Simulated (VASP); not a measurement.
PrBe3Si: single point with PBE

The system is PrBe3Si.

```
Pr Be Si
1.0
     2.97697   -3.01803    0.00000
     2.97697    3.01803    0.00000
     0.00000    0.00000    5.60739
Pr Be Si
1 3 1
Direct
  0.00000 0.00000 0.00000
  0.50000 0.50000 0.00000
  0.00000 0.50000 0.50000
  0.50000 0.00000 0.50000
  0.00000 0.00000 0.50000
```

The cell was generated, and may not be a known phase.

```yaml
Program: VASP 6.6.1
Task: single point
Functional: PBE
Potentials_or_basis: VASP PAW PBE potentials, release 64 (Pr_3, Be, Si), 4f in core
Cutoff: 600 eV
k_mesh: 5 × 5 × 3
Occupations: gaussian, width 0.2 eV
Spin: no spin polarisation
```

* Pressure: 0.0 GPa
* Band gap on the k mesh: zero (an odd number of electrons rules out a gap without spin polarisation)

Stress tensor (GPa, compression positive):
```
 0.23  0.00  0.00
 0.00 -0.13  0.00
 0.00  0.00 -0.01
```

Levels at points of the mesh, in eV from the Fermi level:
```tsv
k point	band 7	band 8	band 9	band 10	band 11	band 12	band 13	band 14
(0.00, 0.00, 0.00)	-3.01	-2.95	-2.15	-0.46	1.77	2.08	2.12	2.70
```

It took 41 s on 1 thread of Intel(R) Xeon(R) Platinum 8488C (Sapphire Rapids), on a shared host, peak memory 0.26 GiB.

Caveat: the k points lie up to 0.37 Å⁻¹ apart, too coarse for converged energies and pressures of a metal; spin-orbit coupling is left out, which moves the levels of the heavy elements; the 4f electrons are frozen in the core, so they carry no moment and show no levels. Spin polarisation is off, so any magnetic state and its effect on volume and gap are missing.
